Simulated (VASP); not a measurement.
Here is a VASP 6.6.1 calculation.

The input INCAR:

```
PREC = Accurate
ENCUT = 400
EDIFF = 1E-6
ISMEAR = -1
SIGMA = 0.0672
LREAL = Auto
LASPH = True
NELM = 120
ALGO = Normal
ISIF = 2
LWAVE = False
LCHARG = True
GGA = PE
LELF = True
LVHAR = True
ISYM = -1
NBANDS = 102
GGA_COMPAT = False
```

File KPOINTS:

```
explicit points
1
Reciprocal
  0.25000000   0.25000000   0.25000000 1
```

Contents of POSCAR:

```
Cu3Au13
1.0
    6.6859480000      0.0855830000     -0.0615900000
    0.0855830000      6.6105530000     -0.0078460000
   -0.0615900000     -0.0078460000      6.5441010000
Au Cu
13 3
Direct
    0.2188549969      0.4377972701      0.5148259840
    0.2586066981      0.4230682893      0.9975383907
    0.7075067877      0.9392822408     -0.0173862000
    0.8157714191      0.4979415815      0.4239588007
    0.0522590216      0.1586870096      0.2308655828
    0.2065683976      0.8716892057      0.5366348748
    0.3367596945      0.0206642964      0.8950205936
    0.6581072114      0.3762133649      0.0257681832
    0.7526347326      0.8845216838      0.4838399851
    0.8920714751      0.6136039747      0.7881403449
    0.9638528726      0.1784022988      0.7205291365
    0.4615624254      0.1417498623      0.3270296102
    0.4595945583      0.6689991126      0.2464404807
    0.6041732832      0.2533897269      0.6947719982
    0.5066146186      0.6763723554      0.7370510039
    0.0548248817      0.7849289247      0.1433005415
```

Potentials or basis: VASP PAW PBE potentials, release 64 (Au, Cu).

Launch:

```console
$ cat potpaw_PBE.64/Au/POTCAR potpaw_PBE.64/Cu/POTCAR > POTCAR
$ mpirun -np 1 vasp_std > vasp.out
```

(1) Predict the pressure.

(2) What does it give for the largest force?

Answers

(1) 0.7 GPa.

(2) 2.741 eV/Å.

Caveat: the atoms stand as in a frame of molecular dynamics.
